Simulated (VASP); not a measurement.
PtSe2: single point with PBE

PtSe2:

```
CELL_PARAMETERS angstrom
3.83572 0.00000 0.00000
-1.91786 3.32183 0.00000
0.00000 0.00000 4.98607
ATOMIC_POSITIONS crystal
Pt 0.00000 0.00000 0.00000
Se 0.33333 0.66667 0.25000
Se 0.66667 0.33333 0.75000
```

This cell differs from its parent crystal: strain +0.030 along x and y, -0.015 along z.

| Item | Value |
| --- | --- |
| Program | VASP 6.6.1 |
| Task | single point |
| Functional | PBE |
| Potentials or basis | VASP PAW PBE potentials, release 64 (Pt, Se) |
| Cutoff | 520 eV |
| k mesh | 12 × 12 × 10 |
| Occupations | gaussian, width 0.15 eV |
| Spin | no spin polarisation |
| Dipole correction | no |
| Further INCAR settings | ALGO = Normal; EDIFF = 1e-06; NBANDS = 18 |

```yaml
Pressure: 0.2 GPa
Largest_force: 0.131 eV/Å
Band_gap_on_the_k_mesh: zero (band 11 reaches 6.41 eV, above the bottom of band 12 at 5.87 eV)
```

Forces in eV/Å, atoms in the order of the input:
```
Pt   0.000  0.000  0.000
Se   0.000  0.000  0.131
Se   0.000  0.000 -0.131
```

Stress tensor (GPa, compression positive):
```
-0.63  0.00  0.00
 0.00 -0.63  0.00
 0.00  0.00  1.94
```

Levels at points of the mesh, in eV from the Fermi level:
```csv
k point,band 9,band 10,band 11,band 12,band 13,band 14
"(0.00, 0.00, 0.00)",-1.08,-1.08,0.50,1.29,1.29,3.57
"(0.50, 0.00, 0.00)",-3.31,-3.25,-2.82,0.60,2.26,4.61
"(0.00, 0.00, 0.50)",-1.68,-1.54,-1.54,2.15,2.15,4.88
"(0.50, 0.00, 0.50)",-3.01,-2.78,-1.15,0.90,1.26,4.61
```

It took 65 s on 1 thread of Intel(R) Xeon(R) 6975P-C (Granite Rapids) (shared host), peak memory 0.32 GiB.

Caveat: the cell differs from its parent crystal (strain +0.030 along x and y, -0.015 along z); spin-orbit coupling is left out, which moves the levels of the heavy elements.
